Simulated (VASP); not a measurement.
Runs of VASP 6.6.1 on Pd. The structure is that of space group Fm-3m (No. 225), or close to it. The cells are those of the table. 

```tsv
cell	gap on the mesh (eV)	pressure (GPa)
a = 2.730, b = 2.730, c = 2.751 Å, angles 59.8, 59.8, 60.5°, 1 atom	none	0.5
a = 2.771, b = 2.771, c = 2.751 Å, angles 60.2, 60.2, 59.5°, 1 atom	none	-5.2
a = 2.792, b = 2.792, c = 2.751 Å, angles 60.5, 60.5, 59.0°, 1 atom	none	-7.6
a = 2.710, b = 2.710, c = 2.751 Å, angles 59.5, 59.5, 61.0°, 1 atom	none	(a)
a = 2.813, b = 2.813, c = 2.751 Å, angles 60.7, 60.7, 58.5°, 1 atom	none	(b)
```

Alike in all rows: task single point; level PBEsol; potentials or basis VASP PAW PBE potentials, release 64 (Pd); no spin polarisation; k mesh 20 × 20 × 20; cutoff (eV) 520; smearing gaussian 0.15 eV.

Q: Fill in the values left out.

A: (a) 3.9; (b) -9.7.

Caveats: the PAW data sets were made with another functional, which shifts forces and pressure a little; the cell stands under tension (at least some runs); the cell stands under pressure (at least some runs).

A k mesh can miss the band edges, and the runs leave out spin-orbit coupling on Pd.

A gap of «none» marks levels without a gap at the run's occupations.
